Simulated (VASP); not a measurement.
# SnPt2Se3 (P-4m2) in VASP: further runs, part 2 of 2

VASP 6.6.1. Earlier steps stand in the parts before.

### 4 Relaxation of cell and atoms, PBE

This run uses another cell than the first one, of 20.59 Å³/atom.

INCAR

```
PREC     = Accurate       # precision mode
ENCUT    = 600            # plane-wave cutoff, eV
EDIFF    = 1E-6           # SCF threshold, eV
ISMEAR   = 0              # smearing method
SIGMA    = 0.1            # smearing width, eV
LREAL    = False          # projectors in reciprocal space
LASPH    = True           # aspherical terms in the spheres
NELM     = 100            # most SCF steps
ALGO     = Normal         # electronic algorithm
ISIF     = 3              # what is computed and relaxed
LWAVE    = False          # write WAVECAR
LCHARG   = False          # write CHGCAR
GGA      = PE             # functional
IBRION   = 2              # ionic algorithm
NSW      = 100            # ionic steps
EDIFFG   = -0.01          # ionic threshold
```

KPOINTS

```
regular mesh
0
Gamma
  10 10 6
```

POSCAR

```
SnPt2Se3
1.0
    3.9422761554      0.0000000000      0.0000000000
    0.0000000000      3.9422761554      0.0000000000
    0.0000000000      0.0000000000      7.9493836798
Sn Pt Se
1 2 3
Direct
    0.5000000000      0.5000000000      0.0000000000
    0.5000000000      0.0000000000      0.6826308380
    0.0000000000      0.5000000000      0.3173691620
    0.5000000000      0.0000000000      0.3741707831
    0.0000000000      0.5000000000      0.6258292169
    0.0000000000      0.0000000000      0.0000000000
```

Potentials or basis: VASP PAW PBE potentials, release 64 (Sn_d, Pt, Se).

Launch:

```console
> cat potpaw_PBE.64/Sn_d/POTCAR potpaw_PBE.64/Pt/POTCAR potpaw_PBE.64/Se/POTCAR > POTCAR
> mpirun -np 1 vasp_std > vasp.out
```

OUTCAR:

```text
PREC = Accurate
   ENCUT = 600
   EDIFF = 1E-6
   ISMEAR = 0
   LREAL = False
   LASPH = True
   NELM = 100
   ISIF = 3
   GGA = PE
   IBRION = 2
   NSW = 100
   EDIFFG = -0.01

 ion  position               nearest neighbor table
   1  0.500  0.500  0.000-   6 2.79   6 2.79   6 2.79   6 2.79   3 3.20   3 3.20   2 3.20   2 3.20

   2  0.500  0.000  0.683-   4 2.45   5 2.82   5 2.82   5 2.82   5 2.82   1 3.20   1 3.20
   3  0.000  0.500  0.317-   5 2.45   4 2.82   4 2.82   4 2.82   4 2.82   1 3.20   1 3.20
   4  0.500  0.000  0.374-   2 2.45   3 2.82   3 2.82   3 2.82   3 2.82
   5  0.000  0.500  0.626-   3 2.45   2 2.82   2 2.82   2 2.82   2 2.82
   6  0.000  0.000  0.000-   1 2.79   1 2.79   1 2.79   1 2.79

  LATTYP: Found a simple tetragonal cell.
 ALAT       =     3.9422761554
 C/A-ratio  =     2.0164451617

  Lattice vectors:

 A1 = (   3.9422761554,   0.0000000000,   0.0000000000)
[... 395 lines left out ...]
  free energy    TOTEN  =       -25.95278367 eV

  energy without entropy =      -25.93416592  energy(sigma->0) =      -25.94347480

 E-fermi :   7.1621     XC(G=0): -11.0142

 val. band max:        7.1553437627   @ k =   0.3000   0.1000   0.1667
 cond. band min:       7.1714397002   @ k =   0.4000   0.3000   0.1667
 fundamental gap:      0.0160959375
 Fermi energy:         7.1620541050

 k-point     1 :       0.0000    0.0000    0.0000
  band No.  band energies     occupation
      1     -14.4073      2.00000
      2     -14.4047      2.00000
      3     -14.3975      2.00000
      4     -14.3699      2.00000
      5     -14.3699      2.00000
      6      -7.7618      2.00000
[... 805 lines left out ...]
     30       9.3740      0.00000
     31      10.3133      0.00000

 [... further k-points ...]

------------------------ aborting loop because EDIFF is reached ----------------------------------------

  FORCE on cell =-STRESS in cart. coord.  units (eV):
  Direction    XX          YY          ZZ          XY          YZ          ZX
  --------------------------------------------------------------------------------------
  -------------------------------------------------------------------------------------
  Total       -0.0146399     -0.0146399     -0.0164610      0.0000000     -0.0000000      0.0000000
  in kB       -0.1901663     -0.1901663     -0.2138221      0.0000000     -0.0000000      0.0000000
  external PRESSURE =      -0.1980516 kB  Pullay stress =       0.0000000 kB
[... 21 lines left out ...]
  FREE ENERGIE OF THE ION-ELECTRON SYSTEM (eV)
  ---------------------------------------------------
  free  energy   TOTEN  =       -25.9527836699 eV

  energy  without entropy=      -25.9341659249  energy(sigma->0) =      -25.94347480

 reached required accuracy - stopping structural energy minimisation
```

OSZICAR:

```text
N       E                     dE             d eps       ncg     rms          rms(c)
DAV:   1     0.487809455388E+03    0.48781E+03   -0.26085E+04  5462   0.208E+03
DAV:   2     0.354489328086E+02   -0.45236E+03   -0.43901E+03  5432   0.529E+02
DAV:   3    -0.234934123625E+02   -0.58942E+02   -0.56407E+02  6341   0.144E+02
DAV:   4    -0.264008291374E+02   -0.29074E+01   -0.28529E+01  5920   0.331E+01
[... 149 lines left out ...]
DAV:   2    -0.259532018850E+02    0.66162E-03   -0.69049E-03  6178   0.628E-01    0.115E-01
DAV:   3    -0.259528906417E+02    0.31124E-03   -0.73291E-04  6195   0.193E-01    0.566E-02
DAV:   4    -0.259527866702E+02    0.10397E-03   -0.23369E-04  7037   0.110E-01    0.207E-02
DAV:   5    -0.259527842336E+02    0.24366E-05   -0.29806E-05  6405   0.317E-02    0.938E-03
DAV:   6    -0.259527836699E+02    0.56370E-06   -0.17932E-06  4144   0.933E-03
  21 F= -.25952784E+02 E0= -.25943475E+02  d E =-.247074E-03
```

CONTCAR:

```text
SnPt2Se3
   1.00000000000000
     3.9857130772064546    0.0000000000000000    0.0000000000000000
     0.0000000000000000    3.9857130772064546   -0.0000000000000000
     0.0000000000000000   -0.0000000000000000    7.7642872291187572
  Sn              Pt              Se
     1     2     3
Direct
     0.5000000000000000    0.5000000000000000    1.0000000000000000
     0.5000000000000000    0.0000000000000000    0.6843411381306217
     0.0000000000000000    0.5000000000000000    0.3156588618693786
     0.5000000000000000    0.0000000000000000    0.3679588847250888
     0.0000000000000000    0.5000000000000000    0.6320411152749115
     0.0000000000000000    1.0000000000000000    1.0000000000000000

  0.00000000E+00  0.00000000E+00  0.00000000E+00
  0.00000000E+00  0.00000000E+00  0.00000000E+00
  0.00000000E+00  0.00000000E+00  0.00000000E+00
  0.00000000E+00  0.00000000E+00  0.00000000E+00
  0.00000000E+00  0.00000000E+00  0.00000000E+00
  0.00000000E+00  0.00000000E+00  0.00000000E+00
```

Run time: 42 min. Hardware: 1 thread of Intel Xeon Platinum 8488C (Sapphire Rapids), shared host; peak memory 0.55 GiB.

What came out:

```
Free energy                           : -25.9528 eV
Relaxed volume                        : 20.56 Å³/atom
Relaxed cell                          : a = 3.986 Å, b = 3.986 Å, c = 7.764 Å, α = 90.00°, β = 90.00°, γ = 90.00°
Space group after relaxing (to 0.1 Å) : P-4m2 (No. 115)
Energy gained by relaxing             : 3.9 meV/atom
Ionic steps                           : 21
Pressure after relaxing               : 0.0 GPa
Largest force after relaxing          : 0.006 eV/Å
Band gap on the k mesh                : zero (bands 26 and 27 overlap by 2.29 eV)
```

Forces in eV/Å, atoms in the order of the input:
```
Sn   0.000  0.000  0.000
Pt   0.000  0.000  0.004
Pt   0.000  0.000 -0.004
Se   0.000  0.000  0.006
Se   0.000  0.000 -0.006
Se   0.000  0.000  0.000
```

Step by step:
| step | energy change (eV) | largest force (eV/Å) | pressure (GPa) | volume (Å³) |
| --- | --- | --- | --- | --- |
| 1 | 0.0000 | 0.3168 | 0.54 | 123.55 |
| 2 | -0.0102 | 0.1554 | -0.58 | 124.79 |
| 3 | -0.0106 | 0.1151 | -0.86 | 125.11 |
| 4 | -0.0180 | 0.0887 | -0.56 | 124.61 |
| 5 | -0.0220 | 0.0561 | -0.12 | 123.93 |
| 6 | -0.0221 | 0.0637 | -0.08 | 123.88 |
| 7 | -0.0226 | 0.0330 | -0.01 | 123.70 |
| 8 | -0.0227 | 0.0200 | 0.00 | 123.63 |
| 9 | -0.0226 | 0.0255 | 0.06 | 123.48 |
| 10 | -0.0227 | 0.0142 | -0.01 | 123.59 |
| 11 | -0.0227 | 0.0115 | -0.01 | 123.59 |
| 12 | -0.0227 | 0.0103 | 0.00 | 123.58 |
| 13 | -0.0227 | 0.0122 | 0.02 | 123.56 |
| 14 | -0.0228 | 0.0139 | 0.04 | 123.52 |
| 15 | -0.0229 | 0.0170 | 0.08 | 123.42 |
| 16 | -0.0230 | 0.0239 | 0.17 | 123.24 |
| 17 | -0.0230 | 0.0221 | 0.16 | 123.24 |
| 18 | -0.0231 | 0.0220 | 0.14 | 123.25 |
| 19 | -0.0231 | 0.0193 | 0.12 | 123.26 |
| 20 | -0.0232 | 0.0139 | 0.07 | 123.29 |
| 21 | -0.0233 | 0.0055 | -0.02 | 123.34 |

Final structure:
```xyz
6
Lattice="3.9857 0.0000 0.0000 0.0000 3.9857 0.0000 0.0000 0.0000 7.7643" Properties=species:S:1:pos:R:3 pbc="T T T"
Sn    1.9929    1.9929    7.7643
Pt    1.9929    0.0000    5.3134
Pt    0.0000    1.9929    2.4509
Se    1.9929    0.0000    2.8569
Se    0.0000    1.9929    4.9073
Se    0.0000    3.9857    7.7643
```

Caveat: spin-orbit coupling is left out, which moves the levels of the heavy elements.

### 5 The runs side by side

```tsv
task	cell	k mesh	cutoff (eV)	gap on the mesh (eV)	pressure (GPa)	relaxed volume (Å³/atom)	largest force (eV/Å)
relaxation of cell and atoms	relaxed from a = 3.880, b = 3.880, c = 8.620 Å, 6 atoms, atomic positions A	4 × 4 × 2	600	none	-0.2	20.53	0.04
single point	a = 3.998, b = 3.998, c = 7.703 Å, 6 atoms, atomic positions B	10 × 10 × 6	520	none	0.0	-	0.01
relaxation of cell and atoms	relaxed from a = 3.942, b = 3.942, c = 7.949 Å, 6 atoms, atomic positions C	10 × 10 × 6	600	none	0.0	20.56	0.01
```

Alike in all rows: level PBE; potentials or basis VASP PAW PBE potentials, release 64 (Sn_d, Pt, Se); no spin polarisation; smearing gaussian 0.1 eV.

Caveats: some runs use coarse meshes; spin-orbit coupling is left out, which moves the levels of the heavy elements.

Total energies depend on the potentials used, so only differences within one code and one set of settings carry meaning.
